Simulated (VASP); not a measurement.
# H5C2O2 in VASP: a series of runs, part 2 of 2

VASP 6.6.1. The steps go on from the part before.

**3. Single point, PBE+D3(BJ)**

The input, INCAR:

```
SYSTEM = H5C2O2
ALGO = Normal ; EDIFF = 1E-7
ENCUT = 520 ; GGA = PE
ISIF = 2 ; ISMEAR = -1
IVDW = 12 ; LASPH = .TRUE.
LCHARG = .FALSE. ; LREAL = Auto
LWAVE = .FALSE. ; NBANDS = 74
NELM = 100 ; PREC = Accurate
SIGMA = 0.05
```

The input, KPOINTS:

```
k-points
0
G
  1 1 1
  0 0 0
```

The input, POSCAR:

```
H5C2O2
1.0
    7.9370050000      0.0000000000      0.0000000000
    0.0000000000      7.9370050000      0.0000000000
    0.0000000000      0.0000000000      7.9370050000
C O H
8 8 20
Direct
    0.7418793361      0.3130147959     -0.0494519028
    0.8951991337      0.7563810279      0.5136824281
    0.4642179260      0.5046739923      0.5299858070
    0.1410733646      0.5964214461      1.0829021778
    0.1653646432      0.0642181780      0.9518199875
    0.5265588216      0.8544154880      0.1242030212
    0.2324428421      0.1818192127      0.5450418640
    0.7503964027      0.2503085232      0.5412117039
    0.6075969462      0.3102555687      0.0658560754
    1.0741709247      0.7387547318      0.5017761738
    0.5075466124      0.5240263802      0.6744609585
    0.1314727659      0.5169834213      1.2093352593
    0.1094493452      0.0514425782      1.0992559536
    0.5608664729      0.7212040310      0.0664734368
    0.0917222554      0.1824113756      0.6099278002
    0.6862412207      0.1240896283      0.6088694665
    0.7538233880      0.4405314095     -0.1006424968
    0.6092348436      0.4336774388      0.0993447780
    0.8550328493      0.3136951533      0.0207634996
    0.7399516568      0.1997226914     -0.1396244553
    0.8444369129      0.8439203453      0.5973789862
    1.0888364062      0.6905753493      0.3966231595
    0.8693329537      0.8014862029      0.3811765269
    0.8188353163      0.6451425947      0.5678464358
    0.4346097804      0.3718279124      0.5060347070
    0.4480027416      0.6022044839      0.4429630572
    0.0337280876      0.6703662150      1.0167563206
    0.2579184466      0.5601483179      1.0010073069
    0.1908402477      0.2016881683      0.9117166992
    0.1612321020     -0.0292679669      0.8474859220
    0.4949851991      0.9657043179      0.0513921813
    0.5230310426      0.8823479385      0.2641172583
    0.2347610969      0.2348240930      0.4198435052
    0.3394857380      0.1339296120      0.6242279046
    0.7684258735      0.3687159073      0.6324551893
    0.7888995912      0.2339673466      0.4141612611
```

Potentials or basis: VASP PAW PBE potentials, release 64 (C, O, H).

On the command line:

```sh
> cat potpaw_PBE.64/C/POTCAR potpaw_PBE.64/O/POTCAR potpaw_PBE.64/H/POTCAR > POTCAR
> mpirun -np 1 vasp_gam > vasp.out
```

It took 38 s on 1 thread of AMD EPYC 9R45 (Zen 5), shared host; peak memory 0.41 GiB.

The run converged. Its results:

```
Free energy                : -193.0663 eV
Pressure                   : 0.6 GPa
Largest force              : 4.448 eV/Å
Band gap on the k mesh     : 2.65 eV
Dispersion energy per atom : -0.035 eV
```

Forces on the atoms (eV/Å):
```
C    0.666 -0.698 -1.046
C   -0.489 -1.414 -1.990
C   -0.285 -2.240  1.753
C    1.000 -0.473 -4.308
C   -1.604  2.584  1.801
C   -0.483  2.305  2.239
C   -1.541 -0.244  1.334
C   -0.627 -0.700  3.736
O   -0.987  1.802  0.990
O   -0.223  0.996  3.504
O    0.540  1.285  1.216
O   -0.851 -0.525  2.977
O    1.037 -0.961 -2.125
O    0.678 -2.657 -1.096
O    0.061 -0.118  0.235
O    0.183  0.885 -0.714
H   -0.504 -0.055 -1.237
H   -0.754 -1.593  0.044
H    1.717 -0.802  0.861
H   -0.207  1.510  0.767
H    0.363  2.227  1.303
H    0.591 -1.331 -2.284
H   -1.221 -0.604  0.906
H    1.009  0.116 -1.319
H   -0.178 -0.170 -1.338
H   -0.207  1.582 -1.641
H    0.806 -0.135  0.967
H   -0.892  1.169  0.241
H    0.416 -1.260 -0.048
H    0.237 -0.423  0.462
H   -0.136  0.683 -0.867
H    0.078 -0.323 -0.180
H    0.922 -0.042 -1.021
H    0.267  0.142 -0.724
H    0.066 -1.244 -1.863
H    0.552  0.727 -1.536
```

Stress tensor (GPa, compression positive):
```
 0.30 -0.47  0.23
-0.47 -0.32 -0.08
 0.23 -0.08  1.81
```

Levels at points of the mesh, in eV from the valence-band top:
```tsv
k point	band 48	band 49	band 50	band 51	band 52	band 53
(0.00, 0.00, 0.00)	-0.33	-0.19	0.00	2.65	2.71	2.89
```

Caveat: the k points lie up to 0.79 Å⁻¹ apart; the atoms stand as in a frame of molecular dynamics.

**4. Single point, PBE+D3(BJ)**

The input, INCAR:

```
SYSTEM = H5C2O2
PREC     = Accurate       ! precision mode
ENCUT    = 520            ! plane-wave cutoff, eV
EDIFF    = 1E-6           ! SCF threshold, eV
ISMEAR   = -1             ! smearing method
SIGMA    = 0.05           ! smearing width, eV
LREAL    = Auto         
LASPH    = .TRUE.         ! aspherical terms in the spheres
NELM     = 100            ! most SCF steps
ALGO     = Normal         ! electronic algorithm
ISIF     = 2              ! what is computed and relaxed
LWAVE    = .FALSE.        ! write WAVECAR
LCHARG   = .TRUE.         ! write CHGCAR
GGA      = PE             ! functional
IVDW     = 12             ! dispersion correction
LELF     = .TRUE.         ! ELF
LVHAR    = .TRUE.       
NBANDS   = 74             ! bands
```

The input, KPOINTS:

```
Automatic mesh
0
G
  1 1 1
  0 0 0
```

The input, POSCAR:

```
H5C2O2
1.0
    7.9370050000      0.0000000000      0.0000000000
    0.0000000000      7.9370050000      0.0000000000
    0.0000000000      0.0000000000      7.9370050000
C O H
8 8 20
Direct
    0.7762751819      0.3209396995     -0.0445760082
    0.9162398159      0.7592536479      0.5380241036
    0.4182686038      0.5172480048      0.5328584271
    0.1584098788      0.5762627087      1.0562422475
    0.1642055158      0.0433412855      0.9755065040
    0.5317622957      0.8481914778      0.1568223782
    0.1926419348      0.1795513547      0.5009950227
    0.7141358737      0.2169710111      0.5326568397
    0.6648603598      0.3430135171      0.0911174933
    1.0860519806      0.7361592943      0.5082647674
    0.5308803510      0.4891265660      0.6365373337
    0.1353659220      0.4994579190      1.1903230501
    0.1014236478      0.0070807565      1.1041444474
    0.5331482089      0.7369404454      0.0483809699
    0.0972407098      0.1854225870      0.6274659018
    0.6785809005      0.0844651100      0.6014737297
    0.7708323228      0.4586742732     -0.0934735458
    0.5720923699      0.4032503444      0.0522489276
    0.8908398067      0.2400275671      0.0004409724
    0.7092347806      0.2272015704     -0.1388559035
    0.8946573676      0.8017255879      0.6628696845
    1.1093227231      0.6232199677      0.4706183252
    0.8514798718      0.8384018909      0.4525888544
    0.8624411853      0.6244672896      0.5683756026
    0.3730626351      0.4537101841      0.4127753479
    0.3591405070      0.6595056952      0.5304267794
    0.0606777997      0.6559023208      0.9988906395
    0.2892652833      0.6034896034      1.0133923312
    0.2234974024      0.1631471821      0.9431265320
    0.1878290363     -0.0543151982      0.8807604380
    0.6450418010      0.9312076785      0.1872494726
    0.4031747492      0.8701393032      0.2149929350
    0.1523118607      0.2102052348      0.3794630342
    0.3257525981      0.1422450912      0.5304519778
    0.8288516890      0.2854729208      0.5859389026
    0.6238625275      0.2771448424      0.4264328925
```

On the command line:

```sh
> cat potpaw_PBE.64/C/POTCAR potpaw_PBE.64/O/POTCAR potpaw_PBE.64/H/POTCAR > POTCAR
> mpirun -np 1 vasp_gam > vasp.out
```

It took 37 s on 1 thread of AMD EPYC 9R45 (Zen 5), shared host; peak memory 0.4 GiB.

The run converged. Its results:

```yaml
Free_energy: -192.9248 eV
Pressure: -0.6 GPa
Largest_force: 4.695 eV/Å
Band_gap_on_the_k_mesh: 2.14 eV
Dispersion_energy_per_atom: -0.035 eV
```

Forces on the atoms (eV/Å):
```
C   -1.014 -1.041 -1.639
C   -1.163 -3.842  1.863
C    0.461  3.824  0.117
C    0.635  0.611  2.015
C    2.377 -0.120 -3.274
C   -0.815 -0.380 -0.828
C   -0.066 -0.662  4.648
C   -0.743  0.970 -0.133
O    0.873 -1.765  2.817
O    2.028  0.674 -0.294
O   -1.505 -0.707 -1.277
O    0.018  0.167 -1.198
O   -2.139 -0.518  3.925
O    0.732  0.567  0.592
O    0.942  0.111 -1.935
O   -0.357 -0.369 -0.408
H    1.743 -1.776 -0.468
H   -1.743  1.243 -0.715
H   -1.031  2.006 -0.538
H    1.120  1.454  0.759
H    0.134  1.410  1.235
H   -0.284 -0.145 -0.351
H   -0.705  0.406 -1.144
H   -0.201  1.538 -1.385
H    0.566 -0.883  0.862
H    0.612 -2.068  0.397
H   -0.610 -0.321 -0.334
H   -0.061 -0.508 -0.384
H   -0.074  0.976  0.053
H   -0.088 -0.378 -0.783
H   -0.666 -0.559 -0.060
H    0.851  0.391  0.385
H   -0.675  0.399 -2.036
H   -0.110  0.041 -0.675
H   -0.650  0.065 -0.933
H    1.608 -0.812  1.124
```

Stress tensor (GPa, compression positive):
```
-0.20  0.09 -1.92
 0.09 -2.19  0.32
-1.92  0.32  0.59
```

Levels at points of the mesh, in eV from the valence-band top:
| k point | band 46 | band 47 | band 48 | band 49 | band 50 | band 51 | band 52 | band 53 | band 54 | band 55 |
| --- | --- | --- | --- | --- | --- | --- | --- | --- | --- | --- |
| (0.00, 0.00, 0.00) | -0.74 | -0.73 | -0.52 | -0.23 | 0.00 | 2.14 | 2.45 | 2.51 | 2.79 | 3.14 |

Caveat: the k points lie up to 0.79 Å⁻¹ apart; the atoms stand as in a frame of molecular dynamics.

**5. Overview**

```csv
cell,gap on the mesh (eV),pressure (GPa),largest force (eV/Å)
"as given, atomic positions A",2.96,-1.0,5.59
"as given, atomic positions B",2.65,0.6,4.45
"as given, atomic positions C",2.14,-0.6,4.70
```

Alike in all rows: task single point; level PBE+D3(BJ); potentials or basis VASP PAW PBE potentials, release 64 (C, O, H); no spin polarisation; k mesh 1 × 1 × 1; cutoff (eV) 520; smearing fermi-dirac 0.05 eV.

Caveats: all runs use coarse meshes; the atoms stand as in a frame of molecular dynamics.

Total energies depend on the potentials used, so only differences within one code and one set of settings carry meaning.
